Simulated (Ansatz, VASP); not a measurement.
## Two plane-wave programs on Na2S3

```
Na S
1.0
     2.02384    1.16847    8.60218
    -2.02384    1.16847    8.60218
     0.00000   -2.33693    8.60218
Na S
2 3
Direct
  0.38790 0.38790 0.38790
  0.61210 0.61210 0.61210
  0.00000 0.00000 0.00000
  0.17727 0.17727 0.17727
  0.82273 0.82273 0.82273
```

Alike in both runs: functional PBE; k mesh 6 × 6 × 6; occupations gaussian, width 0.1 eV; no spin polarisation.

Ansatz relaxed the structure, and its values are those at the end. VASP's run is a single point on that final structure, the one shown.

```csv
,VASP,Ansatz
version,VASP 6.6.1,Ansatz 0.2.0
potentials or method,"VASP PAW PBE potentials, release 64 (Na_pv, S), cutoff 520 eV","scalar-relativistic, plane waves, PAW"
valence electrons in the cell,32,36
```

```tsv
	VASP	Ansatz	Ansatz less VASP
gap on the k mesh at the Fermi level (eV)	none	none	-
pressure (GPa)	-0.1	0.0	+0.03
rms of the force components (eV/Å)	0.014	0.010	-0.0041
```

A gap of «none» marks a metal or a gap that the smearing closes. The functional is the same, so the differences come from potentials, cutoffs and numerics. VASP's potentials hold 32 valence electrons a cell and Ansatz's 36, so a difference there can come from the potentials and not from the codes.
